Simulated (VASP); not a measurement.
# Pb (Im-3m) in VASP: a series of runs

Aim: see how the results for Pb move with the level of theory and the settings. Levels: BLYP, PBE. Tasks: single point.

Everything below comes from runs of VASP 6.6.1. Logs are shortened: lines on timing, memory, paths and dates and some standing lists are left out, and cuts for length are marked.

## (1) The cell of the first run

It takes space group Im-3m (No. 229, cubic). The conventional cell has a = 3.959 Å, b = 3.959 Å, c = 3.959 Å, α = 90.00°, β = 90.00°, γ = 90.00°. Pb (site symmetry m-3m) has 14 Pb at 3.43 to 3.96 Å within 4.5 Å.

## (2) Single point, BLYP

The input, INCAR:

```
PREC = Accurate
ENCUT = 520
EDIFF = 1E-6
ISMEAR = -1
SIGMA = 0.05
LREAL = F
LASPH = T
NELM = 60
ALGO = Fast
ISIF = 2
LWAVE = F
LCHARG = F
GGA = B5
ALDAX = 1.0
AGGAX = 1.0
AGGAC = 1.0
ALDAC = 0.0
NBANDS = 13
```

The input, KPOINTS:

```
Automatic mesh
0
Gamma
  9 9 9
```

The input, POSCAR:

```
Pb
1.0
   -1.9796595667      1.9796595667      1.9796595667
    1.9796595667     -1.9796595667      1.9796595667
    1.9796595667      1.9796595667     -1.9796595667
Pb
1
Direct
    0.0000000000      0.0000000000      0.0000000000
```

Potentials or basis: VASP PAW PBE potentials, release 64 (Pb_d).

Started as:

```bash
cat potpaw_PBE.64/Pb_d/POTCAR > POTCAR
mpirun -np 1 vasp_std > vasp.out
```

OUTCAR:

```text
PREC = Accurate
   ENCUT = 520
   EDIFF = 1E-6
   ISMEAR = -1
   LREAL = F
   LASPH = T
   NELM = 60
   ISIF = 2
   GGA = B5

 ion  position               nearest neighbor table
   1  0.000  0.000  0.000-

  LATTYP: Found a body centered cubic cell.
 ALAT       =     3.9593191334

  Lattice vectors:

 A1 = (  -1.9796595667,   1.9796595667,   1.9796595667)
 A2 = (   1.9796595667,  -1.9796595667,   1.9796595667)
 A3 = (   1.9796595667,   1.9796595667,  -1.9796595667)

Analysis of symmetry for initial positions (statically):
=====================================================================
 Subroutine PRICEL returns:
 Original cell was already a primitive cell.

 Routine SETGRP: Setting up the symmetry group for a
 body centered cubic supercell.

 Subroutine GETGRP returns: Found 48 space group operations
 (whereof 48 operations were pure point group operations)
 out of a pool of 48 trial point group operations.

The static configuration has the point symmetry O_h .

Analysis of symmetry for dynamics (positions and initial velocities):
=====================================================================
 Subroutine PRICEL returns:
 Original cell was already a primitive cell.

 Routine SETGRP: Setting up the symmetry group for a
 body centered cubic supercell.

 Subroutine GETGRP returns: Found 48 space group operations
 (whereof 48 operations were pure point group operations)
 out of a pool of 48 trial point group operations.

The dynamic configuration has the point symmetry O_h .

 Subroutine INISYM returns: Found 48 space group operations
 (whereof 48 operations are pure point group operations),
 and found     1 'primitive' translations

----------------------------------------------------------------------------------------

                                     Primitive cell

  volume of cell :      31.0336

  direct lattice vectors                    reciprocal lattice vectors
    -1.979659567  1.979659567  1.979659567     0.000000000  0.252568678  0.252568678
     1.979659567 -1.979659567  1.979659567     0.252568678  0.000000000  0.252568678
     1.979659567  1.979659567 -1.979659567     0.252568678  0.252568678  0.000000000

  length of vectors
     3.428870951  3.428870951  3.428870951     0.357186050  0.357186050  0.357186050

  position of ions in fractional coordinates (direct lattice)
     0.000000000  0.000000000  0.000000000

  ion indices of the primitive-cell ions
   primitive index   ion index
                 1           1

----------------------------------------------------------------------------------------

 KPOINTS: Automatic mesh

Automatic generation of k-mesh.
 Grid dimensions read from file:
 generate k-points for:    9    9    9

 Generating k-lattice:

  Cartesian coordinates                     Fractional coordinates (reciprocal lattice)
     0.000000000  0.028063186  0.028063186     0.111111111  0.000000000  0.000000000
     0.028063186  0.000000000  0.028063186     0.000000000  0.111111111  0.000000000
     0.028063186  0.028063186  0.000000000     0.000000000  0.000000000  0.111111111

  Length of vectors
     0.039687339  0.039687339  0.039687339

  Shift w.r.t. Gamma in fractional coordinates (k-lattice)
     0.000000000  0.000000000  0.000000000

 Subroutine IBZKPT returns following result:
 ===========================================

 Found     35 irreducible k-points:

 Following reciprocal coordinates:
            Coordinates               Weight
  0.000000  0.000000  0.000000      1.000000
  0.111111  0.000000  0.000000     12.000000
  0.222222  0.000000  0.000000     12.000000
  0.333333  0.000000  0.000000     12.000000
  0.444444  0.000000  0.000000     12.000000
  0.111111  0.111111  0.000000     24.000000
[... 16 lines left out ...]
 -0.333333  0.444444  0.111111     48.000000
 -0.444444 -0.444444  0.111111     24.000000
 [... further k-points ...]
   k-points           NKPTS =     35   k-points in BZ     NKDIM =     35   number of bands    NBANDS=     13
   number of dos      NEDOS =    301   number of ions     NIONS =      1
   total plane-waves  NPLWV =  21952
   dimension x,y,z NGX =    28 NGY =   28 NGZ =   28
   dimension x,y,z NGXF=    56 NGYF=   56 NGZF=   56
   ions per type =               1
   NGX,Y,Z   is equivalent  to a cutoff of  13.58, 13.58, 13.58 a.u.
   NGXF,Y,Z  is equivalent  to a cutoff of  27.15, 27.15, 27.15 a.u.
 SYSTEM =  unknown system
   PREC   = accura    normal or accurate (medium, high low for compatibility)
   ISTART =      0    job   : 0-new  1-cont  2-samecut
   ICHARG =      2    charge: 1-file 2-atom 10-const
   ISPIN  =      1    spin polarized calculation?
   LNONCOLLINEAR =      F non collinear calculations
   LSORBIT =      F    spin-orbit coupling
   LASPH  =      T    aspherical Exc in radial PAW
   ENCUT  =  520.0 eV  38.22 Ry    6.18 a.u.   6.38  6.38  6.38*2*pi/ulx,y,z
   NELM   =     60;   NELMIN=  2; NELMDL= -5     # of ELM steps
   EDIFF  = 0.1E-05   stopping-criterion for ELM
   LREAL  =      F    real-space projection
   EDIFFG = 0.1E-04   stopping-criterion for IOM
   NSW    =      0    number of steps for IOM
   IBRION =     -1    ionic relax: 0-MD 1-quasi-New 2-CG
   NFREE  =      0    steps in history (QN), initial steepest desc. (CG)
   ISIF   =      2    stress and relaxation
   ISYM   =      2    0-nonsym 1-usesym 2-fastsym
   POTIM  = 0.5000    time-step for ionic-motion
   TEBEG  =    0.0;   TEEND  =   0.0 temperature during run
   PSTRESS=    0.0 pullay stress
   NELECT =      14.0000    total number of electrons
   NUPDOWN=      -1.0000    fix difference up-down
   EMIN   =  10.00;   EMAX   =-10.00  energy-range for DOS
   EFERMI =   0.00;   METHOD = LEGACY
   ISMEAR =    -1;   SIGMA  =   0.05  broadening in eV -4-tet -1-fermi 0-gaus
   EFERMI_NEDOS =   21; number of points for ismear=-14 and -15
   IALGO  =     68    algorithm
   IMIX   =      4    mixing-type and parameters
     AMIX     =   0.40;   BMIX     =  1.00
     AMIX_MAG =   1.60;   BMIX_MAG =  1.00
  volume/ion in A,a.u.               =      31.03       209.42
  Fermi-wavevector in a.u.,A,eV,Ry     =   1.255568  2.372680 21.448927  1.576452
  Thomas-Fermi vector in A             =   2.389319
   LORBIT       =      0    0 simple, 1 ext, 2 COOP (PROOUT), +10 PAW based schemes
   GGA     = B5    functional components
   LHFCALC =     F    Hartree Fock is set to
   AEXX    =    0.0000 exact exchange contribution
   IVDW    =     0    specifies the selected vdW correction
   LEPSILON=     F    determine dielectric tensor
   LRPA    =     F    only Hartree local field effects (RPA)
 non-spin polarized calculation
 RMM-DIIS sequential band-by-band and
  energy-cutoff  :      520.00
  volume of cell :       31.03
 maximum number of plane-waves:       887
 NGX is ok and might be reduce to    28
   NGX = 13   NGY = 13   NGZ = 13

 number of electron      14.0000002 magnetization

 Free energy of the ion-electron system (eV)
  ---------------------------------------------------
  ext. energy  EPLUGINS =         0.00000000
  ---------------------------------------------------
  free energy    TOTEN  =        -2.76295018 eV

  energy without entropy =       -2.75595747  energy(sigma->0) =       -2.75945382

 E-fermi :   7.5833     XC(G=0):  -9.4927

 val. band max:        7.4996178469   @ k =   0.3333   0.2222   0.0000
 cond. band min:       7.6579968790   @ k =  -0.2222   0.3333   0.1111
 fundamental gap:      0.1583790321
 Fermi energy:         7.5832549125

 k-point     1 :       0.0000    0.0000    0.0000
  band No.  band energies     occupation
      1      -9.6101      2.00000
      2      -9.6101      2.00000
      3      -9.6101      2.00000
      4      -9.3805      2.00000
      5      -9.3805      2.00000
      6      -4.1252      2.00000
      7      14.7266      0.00000
      8      14.7266      0.00000
      9      14.7266      0.00000
     10      18.8519      0.00000
     11      18.8519      0.00000
     12      18.8519      0.00000
     13      19.4293      0.00000

 k-point     2 :       0.1111    0.0000    0.0000
  band No.  band energies     occupation
      1      -9.6193      2.00000
      2      -9.5984      2.00000
      3      -9.5685      2.00000
      4      -9.3905      2.00000
      5      -9.3814      2.00000
      6      -3.8820      2.00000
      7      12.6657      0.00000
      8      14.0000      0.00000
      9      14.4475      0.00000
     10      17.6053      0.00000
     11      18.2488      0.00000
     12      18.6857      0.00000
     13      20.5016      0.00000

 k-point     3 :       0.2222    0.0000    0.0000
  band No.  band energies     occupation
      1      -9.6427      2.00000
      2      -9.5799      2.00000
      3      -9.4616      2.00000
      4      -9.4089      2.00000
      5      -9.3838      2.00000
      6      -3.1570      2.00000
      7       9.3576      0.00000
      8      12.6479      0.00000
      9      13.7504      0.00000
     10      16.3979      0.00000
     11      17.4561      0.00000
     12      19.0251      0.00000
     13      21.1127      0.00000
[... 305 lines left out ...]
 k-point    23 :      -0.3333    0.4444    0.1111
  band No.  band energies     occupation
      1      -9.6000      2.00000
      2      -9.5433      2.00000
      3      -9.4466      2.00000
      4      -9.4160      2.00000
      5      -9.3000      2.00000
      6      -0.7779      2.00000
      7       5.5564      2.00000
      8       8.5871      0.00000
      9      12.0430      0.00000
     10      16.2040      0.00000
     11      17.2632      0.00000
     12      20.2963      0.00000
     13      20.5576      0.00000

 k-point    24 :      -0.4444   -0.4444    0.1111
  band No.  band energies     occupation
      1      -9.6057      2.00000
      2      -9.5516      2.00000
      3      -9.4575      2.00000
      4      -9.3985      2.00000
      5      -9.2654      2.00000
      6      -0.0158      2.00000
      7       4.4189      2.00000
      8       8.2074      0.00001
      9      11.9462      0.00000
     10      16.4827      0.00000
     11      17.8797      0.00000
     12      18.6901      0.00000
     13      20.3854      0.00000

 [... further k-points ...]
[... 5 lines left out ...]
  --------------------------------------------------------------------------------------
  -------------------------------------------------------------------------------------
  Total        0.8625457      0.8625457      0.8625457     -0.0000000     -0.0000000      0.0000000
  in kB       44.5308678     44.5308678     44.5308678     -0.0000000     -0.0000000      0.0000000
  external PRESSURE =      44.5308678 kB  Pullay stress =       0.0000000 kB

 VOLUME and BASIS-vectors are now :
 -----------------------------------------------------------------------------
  energy-cutoff  :      520.00
  volume of cell :       31.03
      direct lattice vectors                 reciprocal lattice vectors
    -1.979659567  1.979659567  1.979659567     0.000000000  0.252568678  0.252568678
     1.979659567 -1.979659567  1.979659567     0.252568678  0.000000000  0.252568678
     1.979659567  1.979659567 -1.979659567     0.252568678  0.252568678  0.000000000

 POSITION                                       TOTAL-FORCE (eV/Angst)
 -----------------------------------------------------------------------------------
      0.00000      0.00000      0.00000        -0.000000      0.000000      0.000000
 -----------------------------------------------------------------------------------
    total drift:                               -0.000000     -0.000000     -0.000000

  FREE ENERGIE OF THE ION-ELECTRON SYSTEM (eV)
  ---------------------------------------------------
  free  energy   TOTEN  =        -2.7629501770 eV

  energy  without entropy=       -2.7559574695  energy(sigma->0) =       -2.75945382
```

Run time: 14 s. Hardware: 1 thread of Intel Xeon 6975P-C, shared host; peak memory 0.15 GiB.

Results:

```
Free energy            : -2.7630 eV
Pressure               : 4.5 GPa
Band gap on the k mesh : zero (band 7 reaches 14.73 eV, above the bottom of band 8 at 5.59 eV)
```

Caveat: the PAW data sets were made with another functional, which shifts forces and pressure a little; spin-orbit coupling is left out, which moves the levels of the heavy elements.

[end of part 1 of 2]
